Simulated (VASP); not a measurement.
# Re (P6_3/mmc) in VASP: a series of runs

The runs below take Re through single point, with LDA.

All numbers are computed with VASP 6.6.1; they aren't measurements. Logs are shortened: lines on timing, memory, paths and dates and some standing lists are left out, and cuts for length are marked.

## 1. The cell of the first run

The structure is hexagonal, space group P6_3/mmc (No. 194). Conventional cell: a = 2.761 Å, b = 2.761 Å, c = 4.458 Å, α = 90.00°, β = 90.00°, γ = 120.00°. Within 3.6 Å of Re (site symmetry -6m2) lie 12 Re at 2.74 to 2.76 Å.

## 2. Single point, LDA

Input file INCAR:

```
SYSTEM = Re
PREC     = Accurate       ! precision mode
ENCUT    = 520            ! plane-wave cutoff, eV
EDIFF    = 1E-7           ! SCF threshold, eV
ISMEAR   = -1             ! smearing method
SIGMA    = 0.15           ! smearing width, eV
LREAL    = .False.        ! projectors in reciprocal space
LASPH    = .True.         ! aspherical terms in the spheres
NELM     = 60             ! most SCF steps
ALGO     = Normal         ! electronic algorithm
ISIF     = 2              ! what is computed and relaxed
LWAVE    = .False.        ! write WAVECAR
LCHARG   = .False.        ! write CHGCAR
GGA      = CA             ! functional
NBANDS   = 14             ! bands
```

Input file KPOINTS:

```
Automatic mesh
0
Gamma
  10 10 5
  0 0 0
```

Input file POSCAR:

```
Re
1.0
    2.7608000000      0.0000000000      0.0000000000
   -1.3804000000      2.3909230000      0.0000000000
    0.0000000000      0.0000000000      4.4582000000
Re
2
Direct
    0.3333333333      0.6666666667      0.2500000000
    0.6666666667      0.3333333333      0.7500000000
```

Potentials or basis: VASP PAW LDA potentials, release 64 (Re).

Started as:

```bash
$ cat potpaw_LDA.64/Re/POTCAR > POTCAR
$ mpirun -np 1 vasp_std > vasp.out
```

OUTCAR:

```text
SYSTEM = Re
   PREC = Accurate
   ENCUT = 520
   EDIFF = 1E-7
   ISMEAR = -1
   LREAL = .False.
   LASPH = .True.
   NELM = 60
   ISIF = 2
   GGA = CA

 ion  position               nearest neighbor table
   1  0.333  0.667  0.250-   2 2.74   2 2.74   2 2.74   2 2.74   2 2.74   2 2.74
   2  0.667  0.333  0.750-   1 2.74   1 2.74   1 2.74   1 2.74   1 2.74   1 2.74

  LATTYP: Found a hexagonal cell.
 ALAT       =     2.7608000000
 C/A-ratio  =     1.6148217908

  Lattice vectors:

 A1 = (   2.7608000000,   0.0000000000,   0.0000000000)
 A2 = (  -1.3804000000,   2.3909230000,   0.0000000000)
 A3 = (   0.0000000000,   0.0000000000,   4.4582000000)

Analysis of symmetry for initial positions (statically):
=====================================================================
 Subroutine PRICEL returns:
 Original cell was already a primitive cell.

 Routine SETGRP: Setting up the symmetry group for a
 hexagonal supercell.

 Subroutine GETGRP returns: Found 24 space group operations
 (whereof 12 operations were pure point group operations)
 out of a pool of 24 trial point group operations.

The static configuration has the point symmetry D_3d.
 The point group associated with its full space group is D_6h.

Analysis of symmetry for dynamics (positions and initial velocities):
=====================================================================
 Subroutine PRICEL returns:
 Original cell was already a primitive cell.

 Routine SETGRP: Setting up the symmetry group for a
 hexagonal supercell.

 Subroutine GETGRP returns: Found 24 space group operations
 (whereof 12 operations were pure point group operations)
 out of a pool of 24 trial point group operations.

The dynamic configuration has the point symmetry D_3d.
 The point group associated with its full space group is D_6h.

 Subroutine INISYM returns: Found 24 space group operations
 (whereof 12 operations are pure point group operations),
 and found     1 'primitive' translations

----------------------------------------------------------------------------------------

                                     Primitive cell

  volume of cell :      29.4280

  direct lattice vectors                    reciprocal lattice vectors
     2.760800000  0.000000000  0.000000000     0.362213851  0.209124259  0.000000000
[... 88 lines left out ...]
   EDIFFG = 0.1E-05   stopping-criterion for IOM
   NSW    =      0    number of steps for IOM
   IBRION =     -1    ionic relax: 0-MD 1-quasi-New 2-CG
   NFREE  =      0    steps in history (QN), initial steepest desc. (CG)
   ISIF   =      2    stress and relaxation
   ISYM   =      2    0-nonsym 1-usesym 2-fastsym
   POTIM  = 0.5000    time-step for ionic-motion
   TEBEG  =    0.0;   TEEND  =   0.0 temperature during run
   PSTRESS=    0.0 pullay stress
   NELECT =      14.0000    total number of electrons
   NUPDOWN=      -1.0000    fix difference up-down
   EMIN   =  10.00;   EMAX   =-10.00  energy-range for DOS
   EFERMI =   0.00;   METHOD = LEGACY
   ISMEAR =    -1;   SIGMA  =   0.15  broadening in eV -4-tet -1-fermi 0-gaus
   EFERMI_NEDOS =   21; number of points for ismear=-14 and -15
   IALGO  =     38    algorithm
   IMIX   =      4    mixing-type and parameters
     AMIX     =   0.40;   BMIX     =  1.00
     AMIX_MAG =   1.60;   BMIX_MAG =  1.00
  volume/ion in A,a.u.               =      14.71        99.29
  Fermi-wavevector in a.u.,A,eV,Ry     =   1.278000  2.415070 22.222174  1.633284
  Thomas-Fermi vector in A             =   2.410568
   LORBIT       =      0    0 simple, 1 ext, 2 COOP (PROOUT), +10 PAW based schemes
   GGA     = CA    functional components
   LHFCALC =     F    Hartree Fock is set to
   AEXX    =    0.0000 exact exchange contribution
   IVDW    =     0    specifies the selected vdW correction
   LEPSILON=     F    determine dielectric tensor
   LRPA    =     F    only Hartree local field effects (RPA)
 non-spin polarized calculation
  energy-cutoff  :      520.00
  volume of cell :       29.43
 maximum number of plane-waves:       814
 NGX is ok and might be reduce to    24
   NGX = 11   NGY = 11   NGZ = 17

 number of electron      14.0000000 magnetization

 Free energy of the ion-electron system (eV)
  ---------------------------------------------------
  ext. energy  EPLUGINS =         0.00000000
  ---------------------------------------------------
  free energy    TOTEN  =       -27.57425587 eV

  energy without entropy =      -27.45605720  energy(sigma->0) =      -27.51515653

 E-fermi :   7.8714     XC(G=0): -13.8411

 val. band max:        7.8636543174   @ k =   0.4000   0.1000   0.4000
 cond. band min:       7.8781266120   @ k =   0.4000   0.0000   0.2000
 fundamental gap:      0.0144722947
 Fermi energy:         7.8714470537

 k-point     1 :       0.0000    0.0000    0.0000
  band No.  band energies     occupation
      1      -1.9476      2.00000
      2       1.2396      2.00000
      3       6.2454      1.99996
      4       6.2454      1.99996
      5       6.2466      1.99996
      6       7.0815      1.98973
      7       7.0815      1.98973
      8       8.0126      0.56150
      9       8.0126      0.56150
     10       8.5902      0.01646
     11      11.1976      0.00000
     12      11.1976      0.00000
     13      17.8757      0.00000
     14      22.0612      0.00000
[... 377 lines left out ...]
      1       1.6879      2.00000
      2       2.4269      2.00000
      3       3.7123      2.00000
      4       4.3367      2.00000
      5       5.8426      2.00000
      6       7.3874      1.92365
      7       7.7295      1.44073
      8      10.6948      0.00000
      9      11.2828      0.00000
     10      11.9697      0.00000
     11      13.3290      0.00000
     12      15.4744      0.00000
     13      17.8256      0.00000
     14      19.8350      0.00000

 [... further k-points ...]
[... 5 lines left out ...]
  --------------------------------------------------------------------------------------
  -------------------------------------------------------------------------------------
  Total       -1.4425828     -1.4425829     -1.8456471      0.0000000      0.0000000      0.0000000
  in kB      -78.5400629    -78.5400671   -100.4845222      0.0000000      0.0000000      0.0000000
  external PRESSURE =     -85.8548841 kB  Pullay stress =       0.0000000 kB

 VOLUME and BASIS-vectors are now :
 -----------------------------------------------------------------------------
  energy-cutoff  :      520.00
  volume of cell :       29.43
      direct lattice vectors                 reciprocal lattice vectors
     2.760800000  0.000000000  0.000000000     0.362213851  0.209124259  0.000000000
    -1.380400000  2.390923000  0.000000000     0.000000000  0.418248517  0.000000000
     0.000000000  0.000000000  4.458200000     0.000000000  0.000000000  0.224305774

 POSITION                                       TOTAL-FORCE (eV/Angst)
 -----------------------------------------------------------------------------------
     -0.00000      1.59395      1.11455        -0.000000     -0.000000      0.000000
      1.38040      0.79697      3.34365         0.000000      0.000000      0.000000
 -----------------------------------------------------------------------------------
    total drift:                               -0.000000      0.000000     -0.000000

  FREE ENERGIE OF THE ION-ELECTRON SYSTEM (eV)
  ---------------------------------------------------
  free  energy   TOTEN  =       -27.5742558655 eV

  energy  without entropy=      -27.4560571956  energy(sigma->0) =      -27.51515653
```

stdout:

```text
POSCAR found type information on POSCAR Re
 POSCAR found :  1 types and       2 ions
 scaLAPACK will be used
 LDA part: xc-table for (Slater(with rela. corr.)+CA(PZ))
 , standard interpolation
 POSCAR, INCAR and KPOINTS ok, starting setup
 FFT: planning ... GRIDC
 FFT: planning ... GRID_SOFT
 FFT: planning ... GRID
 WAVECAR not read
 entering main loop
```

It took 27 s on 1 thread of Intel Xeon 8259CL, shared host; peak memory 0.14 GiB.

What came out:

```yaml
Free_energy: -27.5743 eV
Pressure: -8.6 GPa
Band_gap_on_the_k_mesh: zero (band 7 reaches 9.15 eV, above the bottom of band 8 at 6.31 eV)
```

Caveat: spin-orbit coupling is left out, which moves the levels of the heavy elements.

## 3. Single point, LDA

This run uses another cell than the first one, of 15.11 Å³/atom, 1.027 times its volume.

Input file INCAR:

```
PREC     = Accurate       # precision mode
ENCUT    = 520            # plane-wave cutoff, eV
EDIFF    = 1E-6           # SCF threshold, eV
ISMEAR   = -1             # smearing method
SIGMA    = 0.15           # smearing width, eV
LREAL    = F              # projectors in reciprocal space
LASPH    = T              # aspherical terms in the spheres
NELM     = 80             # most SCF steps
ALGO     = Normal         # electronic algorithm
ISIF     = 2              # what is computed and relaxed
LWAVE    = F              # write WAVECAR
LCHARG   = T              # write CHGCAR
GGA      = CA             # functional
LELF     = T              # ELF
LVHAR    = T            
NBANDS   = 14             # bands
```

Input file KPOINTS:

```
regular mesh
0
Gamma
  10 10 5
```

Input file POSCAR:

```
Re
1.0
    2.7851254825      0.0000000000      0.0000000000
   -1.3925627412      2.4119894864      0.0000000000
    0.0000000000      0.0000000000      4.4974813192
Re
2
Direct
    0.3333333333      0.6666666667      0.2500000000
    0.6666666667      0.3333333333      0.7500000000
```

Potentials or basis: VASP PAW LDA potentials, release 64 (Re).

Started as:

```bash
$ cat potpaw_LDA.64/Re/POTCAR > POTCAR
$ mpirun -np 1 vasp_std > vasp.out
```

It took 24 s on 1 thread of Intel Xeon 8259CL, shared host; peak memory 0.14 GiB.

It converged, with:

```yaml
Free_energy: -27.5098 eV
Pressure: -17.8 GPa
Band_gap_on_the_k_mesh: zero (band 7 reaches 8.78 eV, above the bottom of band 8 at 6.04 eV)
```

Stress tensor (GPa, compression positive):
```
-17.05   0.00   0.00
  0.00 -17.05   0.00
  0.00   0.00 -19.23
```

Levels at points of the mesh, in eV from the Fermi level:
```
           k point  band 4  band 5  band 6  band 7  band 8  band 9  band 10  band 11
(0.00, 0.00, 0.00)   -1.55   -1.55   -0.75   -0.75    0.14    0.14     0.67     3.21
(0.50, 0.00, 0.00)   -1.90   -1.67   -1.34   -0.61    3.77    4.16     4.29     5.83
```

Caveat: spin-orbit coupling is left out, which moves the levels of the heavy elements.

## 4. Single point, LDA

This run uses another cell than the first one, of 15.50 Å³/atom, 1.053 times its volume.

Input file INCAR:

```
SYSTEM = Re
PREC = Accurate
ENCUT = 520
EDIFF = 1E-6
ISMEAR = -1
SIGMA = 0.15
LREAL = .FALSE.
LASPH = .TRUE.
NELM = 100
ALGO = Normal
ISIF = 2
LWAVE = .FALSE.
LCHARG = .FALSE.
GGA = CA
NBANDS = 14
```

Input file KPOINTS:

```
Automatic mesh
0
G
  10 10 5
  0 0 0
```

Input file POSCAR:

```
Re
1.0
    2.8090333084      0.0000000000      0.0000000000
   -1.4045166542      2.4326942715      0.0000000000
    0.0000000000      0.0000000000      4.5360881974
Re
2
Direct
    0.3333333333      0.6666666667      0.2500000000
    0.6666666667      0.3333333333      0.7500000000
```

Started as:

```bash
$ cat potpaw_LDA.64/Re/POTCAR > POTCAR
$ mpirun -np 1 vasp_std > vasp.out
```

It took 22 s on 1 thread of Intel Xeon 8259CL, shared host; peak memory 0.15 GiB.

It converged, with:

| Item | Value |
| --- | --- |
| Free energy | -27.4036 eV |
| Pressure | -25.7 GPa |
| Band gap on the k mesh | zero (band 7 reaches 8.43 eV, above the bottom of band 8 at 5.79 eV) |

Stress tensor (GPa, compression positive):
```
-24.94   0.00   0.00
  0.00 -24.94   0.00
  0.00   0.00 -27.12
```

Levels at points of the mesh, in eV from the Fermi level:
```
           k point  band 4  band 5  band 6  band 7  band 8  band 9  band 10  band 11
(0.00, 0.00, 0.00)   -1.49   -1.49   -0.72   -0.72    0.14    0.14     0.63     3.10
(0.50, 0.00, 0.00)   -1.82   -1.65   -1.30   -0.59    3.63    4.00     4.12     5.61
```

Caveat: spin-orbit coupling is left out, which moves the levels of the heavy elements.

## 5. Single point, LDA

This run uses another cell than the first one, of 15.89 Å³/atom, 1.080 times its volume.

Input file INCAR:

```
  PREC = Accurate
  ENCUT = 520
  EDIFF = 1E-6
  ISMEAR = -1
  SIGMA = 0.15
  LREAL = F
  LASPH = T
  NELM = 80
  ALGO = Normal
  ISIF = 2
  LWAVE = F
  LCHARG = F
  NBANDS = 14
```

Input file KPOINTS:

```
regular mesh
0
Gamma
  10 10 5
```

Input file POSCAR:

```
Re
1.0
    2.8325409562      0.0000000000      0.0000000000
   -1.4162704781      2.4530524922      0.0000000000
    0.0000000000      0.0000000000      4.5740488593
Re
2
Direct
    0.3333333333      0.6666666667      0.2500000000
    0.6666666667      0.3333333333      0.7500000000
```

Potentials or basis: VASP PAW LDA potentials, release 64 (Re).

Started as:

```bash
$ cat potpaw_LDA.64/Re/POTCAR > POTCAR
$ mpirun -np 1 vasp_std > vasp.out
```

OUTCAR:

```text
PREC = Accurate
   ENCUT = 520
   EDIFF = 1E-6
   ISMEAR = -1
   LREAL = F
   LASPH = T
   NELM = 80
   ISIF = 2

 ion  position               nearest neighbor table
   1  0.333  0.667  0.250-   2 2.81   2 2.81   2 2.81   2 2.81   2 2.81   2 2.81
   2  0.667  0.333  0.750-   1 2.81   1 2.81   1 2.81   1 2.81   1 2.81   1 2.81

  LATTYP: Found a hexagonal cell.
 ALAT       =     2.8325409562
 C/A-ratio  =     1.6148217908

  Lattice vectors:

 A1 = (   2.8325409562,   0.0000000000,   0.0000000000)
 A2 = (  -1.4162704781,   2.4530524922,   0.0000000000)
 A3 = (   0.0000000000,   0.0000000000,   4.5740488593)

Analysis of symmetry for initial positions (statically):
=====================================================================
 Subroutine PRICEL returns:
 Original cell was already a primitive cell.

 Routine SETGRP: Setting up the symmetry group for a
 hexagonal supercell.

 Subroutine GETGRP returns: Found 24 space group operations
 (whereof 12 operations were pure point group operations)
 out of a pool of 24 trial point group operations.

The static configuration has the point symmetry D_3d.
 The point group associated with its full space group is D_6h.

[... 169 lines left out ...]
  band No.  band energies     occupation
      1      -2.3644      2.00000
      2       0.8443      2.00000
      3       5.4885      1.99986
      4       5.4951      1.99986
      5       5.4951      1.99986
      6       6.2319      1.98062
      7       6.2319      1.98062
      8       7.0651      0.56676
      9       7.0651      0.56676
     10       7.5142      0.03885
     11       9.9125      0.00000
     12       9.9125      0.00000
     13      15.9287      0.00000
     14      21.0120      0.00000
[... 377 lines left out ...]
      1       1.2789      2.00000
      2       2.0243      2.00000
      3       3.1304      2.00000
      4       3.7105      2.00000
      5       5.1294      1.99999
      6       6.4766      1.90471
      7       6.7405      1.54980
      8       9.4577      0.00000
      9       9.9745      0.00000
     10      10.5715      0.00000
     11      11.7862      0.00000
     12      13.8106      0.00000
     13      15.9708      0.00000
     14      17.9288      0.00000

 [... further k-points ...]
[... 5 lines left out ...]
  --------------------------------------------------------------------------------------
  -------------------------------------------------------------------------------------
  Total       -6.2890759     -6.2890763     -6.7219525      0.0000000     -0.0000000     -0.0000000
  in kB     -317.0396518   -317.0396691   -338.8614647      0.0000000     -0.0000000     -0.0000000
  external PRESSURE =    -324.3135952 kB  Pullay stress =       0.0000000 kB

 VOLUME and BASIS-vectors are now :
 -----------------------------------------------------------------------------
  energy-cutoff  :      520.00
  volume of cell :       31.78
      direct lattice vectors                 reciprocal lattice vectors
     2.832540956  0.000000000  0.000000000     0.353039909  0.203827681  0.000000000
    -1.416270478  2.453052492  0.000000000     0.000000000  0.407655361  0.000000000
     0.000000000  0.000000000  4.574048859     0.000000000  0.000000000  0.218624687

 POSITION                                       TOTAL-FORCE (eV/Angst)
 -----------------------------------------------------------------------------------
     -0.00000      1.63537      1.14351        -0.000000     -0.000000      0.000000
      1.41627      0.81768      3.43054         0.000000      0.000000      0.000000
 -----------------------------------------------------------------------------------
    total drift:                                0.000000     -0.000000     -0.000000

  FREE ENERGIE OF THE ION-ELECTRON SYSTEM (eV)
  ---------------------------------------------------
  free  energy   TOTEN  =       -27.2615134174 eV

  energy  without entropy=      -27.1284008660  energy(sigma->0) =      -27.19495714
```

OSZICAR:

```text
N       E                     dE             d eps       ncg     rms          rms(c)
DAV:   1     0.855953939560E+02    0.85595E+02   -0.60431E+03  1302   0.101E+03
DAV:   2    -0.225945255818E+02   -0.10819E+03   -0.91223E+02  1858   0.366E+02
DAV:   3    -0.288113312427E+02   -0.62168E+01   -0.55903E+01  2008   0.105E+02
DAV:   4    -0.289044930249E+02   -0.93162E-01   -0.92386E-01  1756   0.885E+00
DAV:   5    -0.289050103174E+02   -0.51729E-03   -0.51717E-03  1930   0.120E+00    0.370E+01
DAV:   6    -0.276102272239E+02    0.12948E+01   -0.12484E+00  2032   0.177E+01    0.137E+01
DAV:   7    -0.272739981156E+02    0.33623E+00   -0.60903E-01  2032   0.121E+01    0.493E-01
DAV:   8    -0.272625286445E+02    0.11469E-01   -0.63327E-03  1902   0.835E-01    0.251E-01
DAV:   9    -0.272615103109E+02    0.10183E-02   -0.37592E-04  1940   0.160E-01    0.347E-02
DAV:  10    -0.272615131903E+02   -0.28794E-05   -0.26513E-05  1734   0.418E-02    0.132E-02
DAV:  11    -0.272615134174E+02   -0.22716E-06   -0.42849E-07  1118   0.876E-03
   1 F= -.27261513E+02 E0= -.27194957E+02  d E =-.133113E+00
```

stdout:

```text
POSCAR found type information on POSCAR Re
 POSCAR found :  1 types and       2 ions
 scaLAPACK will be used
 LDA part: xc-table for (Slater(with rela. corr.)+CA(PZ))
 , standard interpolation
 POSCAR, INCAR and KPOINTS ok, starting setup
 FFT: planning ... GRIDC
 FFT: planning ... GRID_SOFT
 FFT: planning ... GRID
 WAVECAR not read
 entering main loop
```

Run time: 26 s. Hardware: 1 thread of Intel Xeon 8259CL, shared host; peak memory 0.15 GiB.

Results:

```
Free energy            : -27.2615 eV
Pressure               : -32.4 GPa
Band gap on the k mesh : zero (band 7 reaches 8.09 eV, above the bottom of band 8 at 5.54 eV)
```

Caveat: spin-orbit coupling is left out, which moves the levels of the heavy elements.

## 6. Overview

```csv
cell,gap on the mesh (eV),pressure (GPa)
"a = 2.761, b = 2.761, c = 4.458 Å, angles 90.0, 90.0, 120.0°, 2 atoms",none,-8.6
"a = 2.785, b = 2.785, c = 4.497 Å, angles 90.0, 90.0, 120.0°, 2 atoms",none,-17.8
"a = 2.809, b = 2.809, c = 4.536 Å, angles 90.0, 90.0, 120.0°, 2 atoms",none,-25.7
"a = 2.833, b = 2.833, c = 4.574 Å, angles 90.0, 90.0, 120.0°, 2 atoms",none,-32.4
```

Alike in all rows: task single point; level LDA; potentials or basis VASP PAW LDA potentials, release 64 (Re); no spin polarisation; k mesh 10 × 10 × 5; cutoff (eV) 520; smearing fermi-dirac 0.15 eV.

Caveats: spin-orbit coupling is left out, which moves the levels of the heavy elements.

Total energies depend on the potentials used, so only differences within one code and one set of settings carry meaning.
